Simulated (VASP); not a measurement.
The system is TaN.

```
Ta N
1.0
     0.00000    2.13753    2.13753
     2.13753    0.00000    2.13753
     2.13753    2.13753    0.00000
Ta N
1 1
Direct
  0.49783 0.50217 0.50217
  0.02806 0.97194 0.97194
```

Base run:

| Item | Value |
| --- | --- |
| Program | VASP 6.6.1 |
| Functional | LDA |
| Potentials or basis | VASP PAW LDA potentials, release 64 (Ta_pv, N) |
| Cutoff | 520 eV |
| k mesh | 18 × 18 × 18 |
| Occupations | gaussian, width 0.15 eV |
| Spin | no spin polarisation |

Its results: band gap on the k mesh zero (band 8 reaches 12.45 eV, above the bottom of band 9 at 8.40 eV); pressure 27.7 GPa; largest force 1.694 eV/Å.

Problem. The run is repeated on the same cell with these changes: potentials or basis from VASP PAW LDA potentials, release 64 (Ta_pv, N) to VASP PAW LDA potentials, release 64 (Ta_sv_GW, N); cutoff from 520 eV to 600 eV; further incar settings from ALGO = Normal; EDIFF = 1e-06; NBANDS = 15 to ALGO = Normal; EDIFF = 1e-06; NBANDS = 16; valence electrons from 16 to 18. What comes out?

Solution. Band gap on the k mesh zero (band 9 reaches 16.89 eV, above the bottom of band 10 at 12.85 eV); pressure 26.7 GPa; largest force 1.693 eV/Å.

Caveats: spin-orbit coupling is left out, which moves the levels of the heavy elements; forces of over 1 eV/Å act on the atoms, so gaps and moduli don't describe the material at rest.
